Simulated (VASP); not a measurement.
# LiF (Griceite) (Fm-3m) in VASP: further runs

Runs on LiF (Griceite). Level: PBEsol. Tasks: single point.

Everything below comes from runs of VASP 6.6.1. Logs are shortened: lines on timing, memory, paths and dates and some standing lists are left out, and cuts for length are marked.

## (1) The cell of the first run

Symmetry: Fm-3m, No. 225, cubic system. The conventional cell has a = 4.063 Å, b = 4.063 Å, c = 4.063 Å, α = 90.00°, β = 90.00°, γ = 90.00°. Li (site symmetry m-3m) has 6 F at 2.03 Å within 2.7 Å. Within 2.7 Å of F (site symmetry m-3m) lie 6 Li at 2.03 Å.

## (2) Single point, PBEsol

The input, INCAR:

```
PREC     = Accurate       # precision mode
ENCUT    = 750            # plane-wave cutoff, eV
EDIFF    = 1E-6           # SCF threshold, eV
ISMEAR   = 0              # smearing method
SIGMA    = 0.01           # smearing width, eV
LREAL    = False          # projectors in reciprocal space
LASPH    = True           # aspherical terms in the spheres
NELM     = 120            # most SCF steps
ALGO     = Normal         # electronic algorithm
ISIF     = 2              # what is computed and relaxed
LWAVE    = False          # write WAVECAR
LCHARG   = False          # write CHGCAR
GGA      = PS             # functional
NBANDS   = 12             # bands
GGA_COMPAT= False
```

The input, KPOINTS:

```
Automatic mesh
0
Gamma
  7 7 7
```

The input, POSCAR:

```
LiF
1.0
    0.0000000000      2.0317454077      2.0317454077
    2.0317454077      0.0000000000      2.0317454077
    2.0317454077      2.0317454077      0.0000000000
Li F
1 1
Direct
    0.0000000000      0.0000000000      0.0000000000
    0.5000000000      0.5000000000      0.5000000000
```

Potentials or basis: VASP PAW PBE potentials, release 64 (Li_sv, F).

Command:

```
$ cat potpaw_PBE.64/Li_sv/POTCAR potpaw_PBE.64/F/POTCAR > POTCAR
$ mpirun -np 1 vasp_std > vasp.out
```

OUTCAR:

```text
PREC = Accurate
   ENCUT = 750
   EDIFF = 1E-6
   ISMEAR = 0
   LREAL = False
   LASPH = True
   NELM = 120
   ISIF = 2
   GGA = PS

 ion  position               nearest neighbor table
   1  0.000  0.000  0.000-   2 2.03   2 2.03   2 2.03   2 2.03   2 2.03   2 2.03
   2  0.500  0.500  0.500-   1 2.03   1 2.03   1 2.03   1 2.03   1 2.03   1 2.03

  LATTYP: Found a face centered cubic cell.
 ALAT       =     4.0634908154

  Lattice vectors:

 A1 = (   0.0000000000,   2.0317454077,   2.0317454077)
 A2 = (   2.0317454077,   0.0000000000,   2.0317454077)
 A3 = (   2.0317454077,   2.0317454077,   0.0000000000)

Analysis of symmetry for initial positions (statically):
=====================================================================
 Subroutine PRICEL returns:
 Original cell was already a primitive cell.

 Routine SETGRP: Setting up the symmetry group for a
 face centered cubic supercell.

 Subroutine GETGRP returns: Found 48 space group operations
 (whereof 48 operations were pure point group operations)
 out of a pool of 48 trial point group operations.

The static configuration has the point symmetry O_h .

Analysis of symmetry for dynamics (positions and initial velocities):
=====================================================================
 Subroutine PRICEL returns:
 Original cell was already a primitive cell.

 Routine SETGRP: Setting up the symmetry group for a
 face centered cubic supercell.

 Subroutine GETGRP returns: Found 48 space group operations
 (whereof 48 operations were pure point group operations)
 out of a pool of 48 trial point group operations.

The dynamic configuration has the point symmetry O_h .

 Subroutine INISYM returns: Found 48 space group operations
 (whereof 48 operations are pure point group operations),
 and found     1 'primitive' translations

----------------------------------------------------------------------------------------

                                     Primitive cell

  volume of cell :      16.7740

  direct lattice vectors                    reciprocal lattice vectors
     0.000000000  2.031745408  2.031745408    -0.246093826  0.246093826  0.246093826
     2.031745408  0.000000000  2.031745408     0.246093826 -0.246093826  0.246093826
     2.031745408  2.031745408  0.000000000     0.246093826  0.246093826 -0.246093826

  length of vectors
     2.873321911  2.873321911  2.873321911     0.426247009  0.426247009  0.426247009

  position of ions in fractional coordinates (direct lattice)
     0.000000000  0.000000000  0.000000000
[... 84 lines left out ...]
   NELECT =      10.0000    total number of electrons
   NUPDOWN=      -1.0000    fix difference up-down
   EMIN   =  10.00;   EMAX   =-10.00  energy-range for DOS
   EFERMI =   0.00;   METHOD = LEGACY
   ISMEAR =     0;   SIGMA  =   0.01  broadening in eV -4-tet -1-fermi 0-gaus
   EFERMI_NEDOS =   21; number of points for ismear=-14 and -15
   IALGO  =     38    algorithm
   IMIX   =      4    mixing-type and parameters
     AMIX     =   0.40;   BMIX     =  1.00
     AMIX_MAG =   1.60;   BMIX_MAG =  1.00
  volume/ion in A,a.u.               =       8.39        56.60
  Fermi-wavevector in a.u.,A,eV,Ry     =   1.377830  2.603721 25.829500  1.898415
  Thomas-Fermi vector in A             =   2.502947
   LORBIT       =      0    0 simple, 1 ext, 2 COOP (PROOUT), +10 PAW based schemes
   GGA     = PS    functional components
   LHFCALC =     F    Hartree Fock is set to
   AEXX    =    0.0000 exact exchange contribution
   IVDW    =     0    specifies the selected vdW correction
   LEPSILON=     F    determine dielectric tensor
   LRPA    =     F    only Hartree local field effects (RPA)
 non-spin polarized calculation
 Gauss-broadening in eV      SIGMA  =   0.01
  energy-cutoff  :      750.00
  volume of cell :       16.77
 maximum number of plane-waves:       801
 NGX is ok and might be reduce to    28
   NGX = 13   NGY = 13   NGZ = 13

 number of electron      10.0000000 magnetization

 number of electron       9.9999999 magnetization

 Free energy of the ion-electron system (eV)
  ---------------------------------------------------
  ext. energy  EPLUGINS =         0.00000000
  ---------------------------------------------------
  free energy    TOTEN  =        -9.85168682 eV

  energy without entropy =       -9.85168682  energy(sigma->0) =       -9.85168682

 E-fermi :  -1.1638     XC(G=0): -10.0714

 val. band max:       -1.2727048134   @ k =   0.0000   0.0000   0.0000
 cond. band min:       7.4083261070   @ k =   0.0000   0.0000   0.0000
 fundamental gap:      8.6810309204
 Fermi energy:        -1.1638297929

 k-point     1 :       0.0000    0.0000    0.0000
  band No.  band energies     occupation
      1     -41.5245      2.00000
      2     -21.0634      2.00000
      3      -1.2727      2.00000
      4      -1.2727      2.00000
      5      -1.2727      2.00000
      6       7.4083      0.00000
      7      22.2293      0.00000
      8      22.2293      0.00000
      9      22.2293      0.00000
     10      22.5879      0.00000
     11      22.5879      0.00000
     12      22.5879      0.00000
[... 271 lines left out ...]
 k-point    20 :      -0.2857    0.4286    0.1429
  band No.  band energies     occupation
      1     -41.4532      2.00000
      2     -20.4305      2.00000
      3      -3.4473      2.00000
      4      -3.0966      2.00000
      5      -1.9918      2.00000
      6      12.8662      0.00000
      7      13.3159      0.00000
      8      16.3932      0.00000
      9      17.5488      0.00000
     10      24.0641      0.00000
     11      27.4241      0.00000
     12      32.5374      0.00000

------------------------ aborting loop because EDIFF is reached ----------------------------------------

  FORCE on cell =-STRESS in cart. coord.  units (eV):
  Direction    XX          YY          ZZ          XY          YZ          ZX
  --------------------------------------------------------------------------------------
  -------------------------------------------------------------------------------------
  Total       -0.3295361     -0.3295361     -0.3295361      0.0000000      0.0000000      0.0000000
  in kB      -31.4757253    -31.4757253    -31.4757253      0.0000000      0.0000000      0.0000000
  external PRESSURE =     -31.4757253 kB  Pullay stress =       0.0000000 kB

 VOLUME and BASIS-vectors are now :
 -----------------------------------------------------------------------------
  energy-cutoff  :      750.00
  volume of cell :       16.77
      direct lattice vectors                 reciprocal lattice vectors
     0.000000000  2.031745408  2.031745408    -0.246093826  0.246093826  0.246093826
     2.031745408  0.000000000  2.031745408     0.246093826 -0.246093826  0.246093826
     2.031745408  2.031745408  0.000000000     0.246093826  0.246093826 -0.246093826

 POSITION                                       TOTAL-FORCE (eV/Angst)
 -----------------------------------------------------------------------------------
      0.00000      0.00000      0.00000        -0.000000     -0.000000      0.000000
      2.03175      2.03175      2.03175         0.000000      0.000000     -0.000000
 -----------------------------------------------------------------------------------
    total drift:                                0.000000      0.000000      0.000000

  FREE ENERGIE OF THE ION-ELECTRON SYSTEM (eV)
  ---------------------------------------------------
  free  energy   TOTEN  =        -9.8516868231 eV

  energy  without entropy=       -9.8516868231  energy(sigma->0) =       -9.85168682
```

stdout:

```text
POSCAR found type information on POSCAR LiF
 POSCAR found :  2 types and       2 ions
 scaLAPACK will be used
 -----------------------------------------------------------------------------
|                                                                             |
|                                                                             |
|     You enforced a specific xc type in the INCAR file but a different       |
|     I HOPE YOU KNOW WHAT YOU ARE DOING!                                     |
|                                                                             |
 -----------------------------------------------------------------------------

 LDA part: xc-table for (Slater+PW92), standard interpolation
 POSCAR, INCAR and KPOINTS ok, starting setup
 FFT: planning ... GRIDC
 FFT: planning ... GRID_SOFT
 FFT: planning ... GRID
 WAVECAR not read
 entering main loop
```

It took 14 s on 1 thread of Intel Xeon 8259CL, shared host; peak memory 0.15 GiB.

Results:

```
Free energy            : -9.8517 eV
Pressure               : -3.1 GPa
Band gap on the k mesh : 8.68 eV, direct
```

Caveat: the PAW data sets were made with another functional, which shifts forces and pressure a little. PBEsol gaps usually lie below the measured ones, often by a third to a half.

## (3) Single point, PBEsol

This run uses another cell than the first one, of 8.60 Å³/atom, 1.026 times its volume.

The input, INCAR:

```
SYSTEM = LiF
PREC = Accurate ; ENCUT = 750
EDIFF = 1E-6 ; ISMEAR = 0
SIGMA = 0.01 ; LREAL = .False.
LASPH = .True. ; NELM = 120
ALGO = Normal ; ISIF = 2
LWAVE = .False. ; LCHARG = .False.
GGA = PS ; NBANDS = 12
GGA_COMPAT = .False.
```

The input, KPOINTS:

```
regular mesh
0
Gamma
  7 7 7
  0 0 0
```

The input, POSCAR:

```
LiF
1.0
    0.0000000000      2.0491861355      2.0491861355
    2.0491861355      0.0000000000      2.0491861355
    2.0491861355      2.0491861355      0.0000000000
Li F
1 1
Direct
    0.0000000000      0.0000000000      0.0000000000
    0.5000000000      0.5000000000      0.5000000000
```

Potentials or basis: VASP PAW PBE potentials, release 64 (Li_sv, F).

Command:

```
$ cat potpaw_PBE.64/Li_sv/POTCAR potpaw_PBE.64/F/POTCAR > POTCAR
$ mpirun -np 1 vasp_std > vasp.out
```

Wall time 16 s (1 thread of Intel Xeon 8259CL, shared host); peak memory 0.15 GiB.

Results (log left out):

- Free energy: -9.8422 eV
- Pressure: -4.6 GPa
- Band gap on the k mesh: 8.47 eV, direct

Levels at points of the mesh, in eV from the valence-band top:
```tsv
k point	band 1	band 2	band 3	band 4	band 5	band 6	band 7	band 8	band 9	band 10
(0.00, 0.00, 0.00)	-40.31	-19.72	0.00	0.00	0.00	8.47	23.18	23.18	23.18	23.61
```

Caveat: the PAW data sets were made with another functional, which shifts forces and pressure a little. PBEsol gaps usually lie below the measured ones, often by a third to a half.

(Part 1 of 2 ends here.)
